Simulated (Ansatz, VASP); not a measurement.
# Zr3SnSe in VASP and in Ansatz

```
Zr Sn Se
1.0
     2.71478   -4.99360    0.00000
     2.71478    4.99360    0.00000
     0.00000    0.00000    5.54296
Zr Sn Se
3 1 1
Direct
  0.50000 0.50000 0.50000
  0.50000 0.00000 0.00000
  0.00000 0.50000 0.00000
  0.50000 0.50000 0.00000
  0.00000 0.00000 0.50000
```

Change from the starting cell: species swapped into the KHgF3 type (Cmmm, No. 65).

Alike in both runs: functional PBE; k mesh 8 × 8 × 8; occupations gaussian, width 0.1 eV; no spin polarisation.

Ansatz relaxed the structure, and its values are those at the end. VASP's run is a single point on that final structure, the one shown.

|  | VASP | Ansatz |
| --- | --- | --- |
| version | VASP 6.6.1 | Ansatz 0.2.0 |
| potentials or method | VASP PAW PBE potentials, release 64 (Zr_sv, Sn_d, Se), cutoff 520 eV | scalar-relativistic, plane waves, PAW |
| valence electrons in the cell | 56 | 66 |

|  | VASP | Ansatz | Ansatz less VASP |
| --- | --- | --- | --- |
| gap on the k mesh at the Fermi level (eV) | none | none | - |
| pressure (GPa) | 0.0 | 0.0 | -0.03 |

A gap of «none» marks a metal or a gap that the smearing closes. VASP's potentials hold 56 valence electrons a cell and Ansatz's 66, so a difference there can come from the potentials and not from the codes.
